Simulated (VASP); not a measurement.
KBr: single point with PBE

KBr:

```
K Br
1.0
     3.29972    3.29972    0.00000
    -3.36253    3.36253    0.00000
     0.00000    0.00000    6.72506
K Br
2 2
Direct
  0.00000 0.00000 0.00000
  0.50000 0.50000 0.50000
  0.50000 0.50000 0.00000
  0.00000 0.00000 0.50000
```

This cell differs from its parent crystal: uniaxial strain along a: -1.5 %.

```
Program             : VASP 6.6.1
Task                : single point
Functional          : PBE
Potentials or basis : VASP PAW PBE potentials, release 64 (K_sv, Br)
Cutoff              : 520 eV
k mesh              : 6 × 6 × 4
Occupations         : gaussian, width 0.02 eV
Spin                : no spin polarisation
```

The pressure is 0.2 GPa and the band gap on the k mesh is 4.31 eV.

Stress tensor (GPa, compression positive):
```
0.26 0.10 0.00
0.10 0.26 0.00
0.00 0.00 0.00
```

Levels at points of the mesh, in eV from the valence-band top:
```csv
k point,band 12,band 13,band 14,band 15,band 16,band 17,band 18,band 19,band 20,band 21
"(0.00, 0.00, 0.00)",-0.31,-0.26,-0.04,-0.02,0.00,4.31,5.89,7.03,7.52,7.54
"(0.50, 0.00, 0.00)",-0.89,-0.40,-0.40,-0.34,-0.34,6.75,6.75,7.37,7.37,8.71
"(0.00, 0.50, 0.00)",-0.89,-0.41,-0.41,-0.29,-0.29,6.70,6.70,7.42,7.42,8.72
"(0.50, 0.50, 0.00)",-0.79,-0.30,-0.30,-0.29,-0.29,5.88,5.88,7.04,7.04,9.28
"(0.00, 0.00, 0.50)",-0.67,-0.19,-0.19,-0.14,-0.14,5.75,5.75,6.52,6.52,8.79
"(0.50, 0.00, 0.50)",-1.13,-0.35,-0.35,-0.33,-0.33,6.49,6.49,8.10,8.10,9.61
"(0.00, 0.50, 0.50)",-1.13,-0.33,-0.33,-0.30,-0.30,6.49,6.49,8.04,8.04,9.57
"(0.50, 0.50, 0.50)",-0.59,-0.57,-0.57,-0.51,-0.51,7.30,7.30,7.31,7.31,8.10
```

Wall time 5 min on 1 thread of Oxide Virtual Turin-like Processor, on a shared host, peak memory 0.29 GiB.

Caveat: the cell differs from its parent crystal (uniaxial strain along a: -1.5 %). A k mesh can miss the band edges.
